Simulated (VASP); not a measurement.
**WC: single point with PBE**

WC:

```
CELL_PARAMETERS angstrom
2.90650 0.00000 0.00000
-1.45325 2.51710 0.00000
0.00000 0.00000 2.83660
ATOMIC_POSITIONS crystal
W 0.00000 0.00000 0.00000
C 0.66667 0.33333 0.50000
```

```yaml
Program: VASP 6.6.1
Task: single point
Functional: PBE
Potentials_or_basis: VASP PAW PBE potentials, release 64 (W_sv, C_h)
Cutoff: 1300 eV
k_mesh: 9 × 9 × 6
Occupations: gaussian, width 0.1 eV
Spin: no spin polarisation
```

The pressure is 6.9 GPa and the band gap on the k mesh is zero (bands 9 and 10 overlap by 1.19 eV).

Stress tensor (GPa, compression positive):
```
7.43 0.00 0.00
0.00 7.43 0.00
0.00 0.00 5.88
```

Levels at points of the mesh, in eV from the Fermi level:
```csv
k point,band 6,band 7,band 8,band 9,band 10,band 11,band 12,band 13
"(0.00, 0.00, 0.00)",-4.34,-3.36,-3.36,0.06,3.21,3.21,5.60,5.60
"(0.00, 0.00, 0.50)",-8.67,-2.05,-2.05,-0.60,-0.60,3.64,4.50,4.50
```

It took 46 s on 1 thread of Intel(R) Xeon(R) Platinum 8259CL CPU @ 2.50GHz (Skylake/Cascade Lake), on a shared host, peak memory 0.25 GiB.

Caveat: the k points lie up to 0.37 Å⁻¹ apart, too coarse for converged energies and pressures of a metal; spin-orbit coupling is left out, which moves the levels of the heavy elements.
